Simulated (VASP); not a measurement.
# ZnO (P6_3mc) in VASP: a series of runs

Runs on ZnO. Level: PBEsol. Tasks: single point.

Program: VASP 6.6.1. These are calculated values, not measurements. Logs are shortened: lines on timing, memory, paths and dates and some standing lists are left out, and cuts for length are marked.

## (1) The cell of the first run

Symmetry: P6_3mc, No. 186, hexagonal system. The conventional cell has a = 3.242 Å, b = 3.242 Å, c = 5.163 Å, α = 90.00°, β = 90.00°, γ = 120.00°. Within 2.6 Å of Zn (site symmetry 3m) lie 4 O at 1.97 to 1.98 Å. O (site symmetry 3m) has 4 Zn at 1.97 to 1.98 Å within 2.6 Å.

## (2) Single point, PBEsol, non-collinear spin, zero start, spin-orbit coupling

Contents of INCAR:

```
ALGO = Normal
EDIFF = 1E-6
ENCUT = 600
GGA = PS
GGA_COMPAT = F
ISIF = 2
ISMEAR = 0
LASPH = T
LCHARG = F
LORBIT = 11
LORBMOM = T
LREAL = F
LSORBIT = T
LWAVE = F
MAGMOM = 0 0 0 0 0 0 0 0 0 0 0 0
NBANDS = 50
NELM = 200
PREC = Accurate
SIGMA = 0.01
```

Contents of KPOINTS:

```
k-points
0
Gamma
  9 9 6
```

Contents of POSCAR:

```
ZnO
1.0
    3.2418374516      0.0000000000      0.0000000000
   -1.6209187258      2.8075135881      0.0000000000
    0.0000000000      0.0000000000      5.1634519900
Zn O
2 2
Direct
    0.3333333333      0.6666666667     -0.0002517428
    0.6666666667      0.3333333333      0.4997482572
    0.3333333333      0.6666666667      0.3822517428
    0.6666666667      0.3333333333      0.8822517428
```

Potentials or basis: VASP PAW PBE potentials, release 64 (Zn, O).

Started as:

```
> cat potpaw_PBE.64/Zn/POTCAR potpaw_PBE.64/O/POTCAR > POTCAR
> mpirun -np 1 vasp_ncl > vasp.out
```

OUTCAR:

```text
EDIFF = 1E-6
   ENCUT = 600
   GGA = PS
   ISIF = 2
   ISMEAR = 0
   LASPH = T
   LORBIT = 11
   LREAL = F
   LSORBIT = T
   NELM = 200
   PREC = Accurate

 ion  position               nearest neighbor table
   1  0.333  0.667  1.000-   4 1.97   4 1.97   4 1.97   3 1.98
   2  0.667  0.333  0.500-   3 1.97   3 1.97   3 1.97   4 1.98
   3  0.333  0.667  0.382-   2 1.97   2 1.97   2 1.97   1 1.98
   4  0.667  0.333  0.882-   1 1.97   1 1.97   1 1.97   2 1.98

  LATTYP: Found a hexagonal cell.
 ALAT       =     3.2418374516
 C/A-ratio  =     1.5927547470

  Lattice vectors:

 A1 = (   3.2418374516,   0.0000000000,   0.0000000000)
 A2 = (  -1.6209187258,   2.8075135881,   0.0000000000)
 A3 = (   0.0000000000,   0.0000000000,   5.1634519900)

Analysis of symmetry for initial positions (statically):
=====================================================================
 Subroutine PRICEL returns:
 Original cell was already a primitive cell.

 Routine SETGRP: Setting up the symmetry group for a
 hexagonal supercell.

 Subroutine GETGRP returns: Found 12 space group operations
 (whereof  6 operations were pure point group operations)
 out of a pool of 24 trial point group operations.

The static configuration has the point symmetry C_3v.
 The point group associated with its full space group is C_6v.

Analysis of symmetry for dynamics (positions and initial velocities):
=====================================================================
 Subroutine PRICEL returns:
 Original cell was already a primitive cell.

 Routine SETGRP: Setting up the symmetry group for a
 hexagonal supercell.

 Subroutine GETGRP returns: Found 12 space group operations
 (whereof  6 operations were pure point group operations)
 out of a pool of 24 trial point group operations.

The dynamic configuration has the point symmetry C_3v.
 The point group associated with its full space group is C_6v.

Analysis of structural, dynamic, and magnetic symmetry:
=====================================================================
 Subroutine PRICEL returns:
 Original cell was already a primitive cell.

 Routine SETGRP: Setting up the symmetry group for a
 hexagonal supercell.

 Subroutine GETGRP returns: Found 12 space group operations
 (whereof  6 operations were pure point group operations)
 out of a pool of 24 trial point group operations.

The overall configuration has the point symmetry C_3v.
 The point group associated with its full space group is C_6v.

 Subroutine INISYM returns: Found 12 space group operations
 (whereof  6 operations are pure point group operations),
 and found     1 'primitive' translations

----------------------------------------------------------------------------------------

                                     Primitive cell

  volume of cell :      46.9952

  direct lattice vectors                    reciprocal lattice vectors
     3.241837452  0.000000000  0.000000000     0.308467039  0.178093528  0.000000000
    -1.620918726  2.807513588  0.000000000     0.000000000  0.356187056  0.000000000
     0.000000000  0.000000000  5.163451990     0.000000000  0.000000000  0.193668887

  length of vectors
     3.241837452  3.241837452  5.163451990     0.356187056  0.356187056  0.193668887

  position of ions in fractional coordinates (direct lattice)
     0.333333333  0.666666667  0.999748257
     0.666666667  0.333333333  0.499748257
     0.333333333  0.666666667  0.382251743
     0.666666667  0.333333333  0.882251743

  ion indices of the primitive-cell ions
   primitive index   ion index
                 1           1
                 2           2
                 3           3
                 4           4

----------------------------------------------------------------------------------------

 KPOINTS: k-points

Automatic generation of k-mesh.
 Grid dimensions read from file:
 generate k-points for:    9    9    6

 Generating k-lattice:

  Cartesian coordinates                     Fractional coordinates (reciprocal lattice)
[... 110 lines left out ...]
  free energy    TOTEN  =       -19.41928969 eV

  energy without entropy =      -19.41928969  energy(sigma->0) =      -19.41928969

 E-fermi :   1.2857     XC(G=0): -11.2537

 val. band max:        1.1814809000   @ k =   0.0000   0.0000   0.0000
 cond. band min:       1.8716230238   @ k =   0.0000   0.0000   0.0000
 fundamental gap:      0.6901421238
 Fermi energy:         1.2856510273

 k-point     1 :       0.0000    0.0000    0.0000
  band No.  band energies     occupation
      1     -16.9813      1.00000
      2     -16.9813      1.00000
      3     -16.2030      1.00000
      4     -16.2030      1.00000
      5      -4.6937      1.00000
      6      -4.6937      1.00000
[... 1213 lines left out ...]
     47      13.8975      0.00000
     48      13.9709      0.00000

 [... further k-points ...]

 [bands above 48 left out]

------------------------ aborting loop because EDIFF is reached ----------------------------------------

  FORCE on cell =-STRESS in cart. coord.  units (eV):
  Direction    XX          YY          ZZ          XY          YZ          ZX
  --------------------------------------------------------------------------------------
  -------------------------------------------------------------------------------------
  Total        0.2048805      0.2048805      0.6157217      0.0000000      0.0000000     -0.0000000
  in kB        6.9848654      6.9848654     20.9914203      0.0000000      0.0000000     -0.0000000
  external PRESSURE =      11.6537170 kB  Pullay stress =       0.0000000 kB

 VOLUME and BASIS-vectors are now :
 -----------------------------------------------------------------------------
  energy-cutoff  :      600.00
  volume of cell :       47.00
      direct lattice vectors                 reciprocal lattice vectors
     3.241837452  0.000000000  0.000000000     0.308467039  0.178093528  0.000000000
    -1.620918726  2.807513588  0.000000000     0.000000000  0.356187056  0.000000000
     0.000000000  0.000000000  5.163451990     0.000000000  0.000000000  0.193668887

 POSITION                                       TOTAL-FORCE (eV/Angst)
 -----------------------------------------------------------------------------------
     -0.00000      1.87168      5.16215        -0.000000      0.000000     -0.001489
      1.62092      0.93584      2.58043         0.000000     -0.000000     -0.001489
     -0.00000      1.87168      1.97374        -0.000000     -0.000000      0.001489
      1.62092      0.93584      4.55546         0.000000     -0.000000      0.001489
 -----------------------------------------------------------------------------------
    total drift:                               -0.000000      0.000000     -0.000357

  FREE ENERGIE OF THE ION-ELECTRON SYSTEM (eV)
  ---------------------------------------------------
  free  energy   TOTEN  =       -19.4192896868 eV

  energy  without entropy=      -19.4192896868  energy(sigma->0) =      -19.41928969

 orbital moment (x)

 # of ion     p       d       tot
 ----------------------------------------
  1        -0.000   0.000   0.000
  2         0.000  -0.000  -0.000
  3        -0.000   0.000  -0.000
  4         0.000   0.000   0.000
 ----------------------------------------
           -0.000   0.000   0.000

 orbital moment (y)

 # of ion     p       d       tot
 ----------------------------------------
  1        -0.000  -0.000  -0.000
  2         0.000   0.000   0.000
  3        -0.000   0.000  -0.000
  4         0.000   0.000   0.000
 ----------------------------------------
            0.000  -0.000  -0.000

 orbital moment (z)

 # of ion     p       d       tot
 ----------------------------------------
  1         0.000   0.000   0.000
  2         0.000   0.000   0.000
  3        -0.000   0.000  -0.000
  4        -0.000   0.000  -0.000
 ----------------------------------------
           -0.000   0.000   0.000

 Spin-Orbit-Coupling matrix elements

 Ion:    1  E_soc:     -0.0078234
 l=   1
     0.0000000    -0.0003601    -0.0003667
    -0.0003601     0.0000000    -0.0003601
    -0.0003667    -0.0003601     0.0000000
 l=   2
     0.0000000    -0.0001858     0.0000000    -0.0001858    -0.0007631
    -0.0001858     0.0000000    -0.0005689    -0.0001808    -0.0001858
     0.0000000    -0.0005689     0.0000000    -0.0005689     0.0000000
    -0.0001858    -0.0001808    -0.0005689     0.0000000    -0.0001858
    -0.0007631    -0.0001858     0.0000000    -0.0001858     0.0000000
 l=   3
     0.0000000     0.0000000     0.0000000     0.0000000     0.0000000     0.0000000     0.0000000
     0.0000000     0.0000000     0.0000000     0.0000000     0.0000000     0.0000000     0.0000000
     0.0000000     0.0000000     0.0000000     0.0000000     0.0000000     0.0000000     0.0000000
     0.0000000     0.0000000     0.0000000     0.0000000     0.0000000     0.0000000     0.0000000
[... 49 lines left out ...]
 l=   2
     0.0000000     0.0000000     0.0000000     0.0000000     0.0000000
     0.0000000     0.0000000     0.0000000     0.0000000     0.0000000
     0.0000000     0.0000000     0.0000000     0.0000000     0.0000000
     0.0000000     0.0000000     0.0000000     0.0000000     0.0000000
     0.0000000     0.0000000     0.0000000     0.0000000     0.0000000
 l=   3
     0.0000000     0.0000000     0.0000000     0.0000000     0.0000000     0.0000000     0.0000000
     0.0000000     0.0000000     0.0000000     0.0000000     0.0000000     0.0000000     0.0000000
     0.0000000     0.0000000     0.0000000     0.0000000     0.0000000     0.0000000     0.0000000
     0.0000000     0.0000000     0.0000000     0.0000000     0.0000000     0.0000000     0.0000000
     0.0000000     0.0000000     0.0000000     0.0000000     0.0000000     0.0000000     0.0000000
     0.0000000     0.0000000     0.0000000     0.0000000     0.0000000     0.0000000     0.0000000
     0.0000000     0.0000000     0.0000000     0.0000000     0.0000000     0.0000000     0.0000000

 total charge

# of ion       s       p       d       tot
------------------------------------------
    1        0.466   0.506   9.908  10.879
    2        0.466   0.506   9.908  10.879
    3        1.541   3.446   0.000   4.986
    4        1.541   3.446   0.000   4.986
--------------------------------------------------
tot          4.013   7.903  19.816  31.731

 magnetization (x)

# of ion       s       p       d       tot
------------------------------------------
    1        0.000   0.000   0.000   0.000
    2        0.000  -0.000  -0.000  -0.000
    3       -0.000   0.000   0.000   0.000
    4       -0.000   0.000   0.000   0.000
--------------------------------------------------
tot          0.000   0.000   0.000   0.000

 magnetization (y)

# of ion       s       p       d       tot
------------------------------------------
    1        0.000   0.000   0.000   0.000
    2        0.000   0.000   0.000   0.000
    3        0.000   0.000   0.000   0.000
    4        0.000   0.000   0.000   0.000
--------------------------------------------------
tot          0.000   0.000   0.000   0.000

 magnetization (z)

# of ion       s       p       d       tot
------------------------------------------
    1        0.000  -0.000   0.000  -0.000
    2        0.000   0.000   0.000   0.000
    3       -0.000  -0.000   0.000  -0.000
    4       -0.000   0.000   0.000   0.000
--------------------------------------------------
tot         -0.000  -0.000   0.000  -0.000
```

Wall time 19 min (1 thread of Intel Xeon 8259CL, shared host); peak memory 0.49 GiB.

What came out:

```yaml
Free_energy: -19.4193 eV
Pressure: 1.2 GPa
Net_moment: 0.00 μB per cell
Valence_electrons_inside_the_program's_atomic_spheres: Zn 10.88; O 4.99
```

Moments on the atoms (μB; x, y, z):
```
Zn  0.00 0.00 0.00
Zn  0.00 0.00 0.00
O   0.00 0.00 0.00
O   0.00 0.00 0.00
```

Caveat: the PAW data sets were made with another functional, which shifts forces and pressure a little.

## (3) Single point, PBEsol, non-collinear spin, zero start, spin-orbit coupling

Contents of INCAR:

```
SYSTEM = ZnO
PREC = Accurate ; ENCUT = 600
EDIFF = 1E-6 ; ISMEAR = 0
SIGMA = 0.01 ; LREAL = .False.
LASPH = .True. ; NELM = 200
ALGO = Normal ; ISIF = 2
LWAVE = .False. ; LCHARG = .False.
LNONCOLLINEAR = .True. ; MAGMOM = 0 0 0 0 0 0 0 0 0 0 0 0
LORBIT = 11 ; LSORBIT = .True.
GGA_COMPAT = .False. ; LORBMOM = .True.
GGA = PS ; NBANDS = 50
```

Contents of KPOINTS:

```
Automatic mesh
0
Gamma
  9 9 6
  0 0 0
```

POSCAR is that of step 2.

Potentials or basis: VASP PAW PBE potentials, release 64 (Zn, O).

Started as:

```
> cat potpaw_PBE.64/Zn/POTCAR potpaw_PBE.64/O/POTCAR > POTCAR
> mpirun -np 1 vasp_ncl > vasp.out
```

OUTCAR:

```text
SYSTEM = ZnO
   PREC = Accurate
   ENCUT = 600
   EDIFF = 1E-6
   ISMEAR = 0
   LREAL = .False.
   LASPH = .True.
   NELM = 200
   ISIF = 2
   LNONCOLLINEAR = .True.
   LORBIT = 11
   LSORBIT = .True.
   GGA = PS

 ion  position               nearest neighbor table
   1  0.333  0.667  1.000-   4 1.97   4 1.97   4 1.97   3 1.98
   2  0.667  0.333  0.500-   3 1.97   3 1.97   3 1.97   4 1.98
   3  0.333  0.667  0.382-   2 1.97   2 1.97   2 1.97   1 1.98
   4  0.667  0.333  0.882-   1 1.97   1 1.97   1 1.97   2 1.98

  LATTYP: Found a hexagonal cell.
 ALAT       =     3.2418374516
 C/A-ratio  =     1.5927547470

  Lattice vectors:

 A1 = (   3.2418374516,   0.0000000000,   0.0000000000)
 A2 = (  -1.6209187258,   2.8075135881,   0.0000000000)
 A3 = (   0.0000000000,   0.0000000000,   5.1634519900)

Analysis of symmetry for initial positions (statically):
=====================================================================
 Subroutine PRICEL returns:
 Original cell was already a primitive cell.

 Routine SETGRP: Setting up the symmetry group for a
 hexagonal supercell.

 Subroutine GETGRP returns: Found 12 space group operations
 (whereof  6 operations were pure point group operations)
 out of a pool of 24 trial point group operations.
[... 1508 lines left out ...]
     0.0000000     0.0000000     0.0000000     0.0000000     0.0000000     0.0000000     0.0000000
     0.0000000     0.0000000     0.0000000     0.0000000     0.0000000     0.0000000     0.0000000
[... 49 lines left out ...]
 l=   2
     0.0000000     0.0000000     0.0000000     0.0000000     0.0000000
     0.0000000     0.0000000     0.0000000     0.0000000     0.0000000
     0.0000000     0.0000000     0.0000000     0.0000000     0.0000000
     0.0000000     0.0000000     0.0000000     0.0000000     0.0000000
     0.0000000     0.0000000     0.0000000     0.0000000     0.0000000
 l=   3
     0.0000000     0.0000000     0.0000000     0.0000000     0.0000000     0.0000000     0.0000000
     0.0000000     0.0000000     0.0000000     0.0000000     0.0000000     0.0000000     0.0000000
     0.0000000     0.0000000     0.0000000     0.0000000     0.0000000     0.0000000     0.0000000
     0.0000000     0.0000000     0.0000000     0.0000000     0.0000000     0.0000000     0.0000000
     0.0000000     0.0000000     0.0000000     0.0000000     0.0000000     0.0000000     0.0000000
     0.0000000     0.0000000     0.0000000     0.0000000     0.0000000     0.0000000     0.0000000
     0.0000000     0.0000000     0.0000000     0.0000000     0.0000000     0.0000000     0.0000000

 total charge

# of ion       s       p       d       tot
------------------------------------------
    1        0.466   0.506   9.908  10.879
    2        0.466   0.506   9.908  10.879
    3        1.541   3.446   0.000   4.986
    4        1.541   3.446   0.000   4.986
--------------------------------------------------
tot          4.013   7.903  19.816  31.731

 magnetization (x)

# of ion       s       p       d       tot
------------------------------------------
    1        0.000   0.000   0.000   0.000
    2        0.000  -0.000  -0.000  -0.000
    3       -0.000   0.000   0.000   0.000
    4       -0.000   0.000   0.000   0.000
--------------------------------------------------
tot          0.000   0.000   0.000   0.000

 magnetization (y)

# of ion       s       p       d       tot
------------------------------------------
    1        0.000   0.000   0.000   0.000
    2        0.000   0.000   0.000   0.000
    3        0.000   0.000   0.000   0.000
    4        0.000   0.000   0.000   0.000
--------------------------------------------------
tot          0.000   0.000   0.000   0.000

 magnetization (z)

# of ion       s       p       d       tot
------------------------------------------
    1        0.000  -0.000   0.000  -0.000
    2        0.000   0.000   0.000   0.000
    3       -0.000  -0.000   0.000  -0.000
    4       -0.000   0.000   0.000   0.000
--------------------------------------------------
tot         -0.000  -0.000   0.000  -0.000
```

stdout:

```text
POSCAR found type information on POSCAR ZnO
 POSCAR found :  2 types and       4 ions
 scaLAPACK will be used
 -----------------------------------------------------------------------------
|                                                                             |
|                                                                             |
|     You enforced a specific xc type in the INCAR file but a different       |
|     I HOPE YOU KNOW WHAT YOU ARE DOING!                                     |
|                                                                             |
 -----------------------------------------------------------------------------

 LDA part: xc-table for (Slater+PW92), standard interpolation
 POSCAR, INCAR and KPOINTS ok, starting setup
 FFT: planning ... GRIDC
 FFT: planning ... GRID_SOFT
 FFT: planning ... GRID
 WAVECAR not read
 entering main loop
```

Wall time 15 min (1 thread of Intel Xeon 8259CL, shared host); peak memory 0.49 GiB.

Results:

```
Free energy                                           : -19.4193 eV
Pressure                                              : 1.2 GPa
Net moment                                            : 0.00 μB per cell
Valence electrons inside the program's atomic spheres : Zn 10.88; O 4.99
```

Moments on the atoms (μB; x, y, z):
```
Zn  0.00 0.00 0.00
Zn  0.00 0.00 0.00
O   0.00 0.00 0.00
O   0.00 0.00 0.00
```

Caveat: the PAW data sets were made with another functional, which shifts forces and pressure a little.
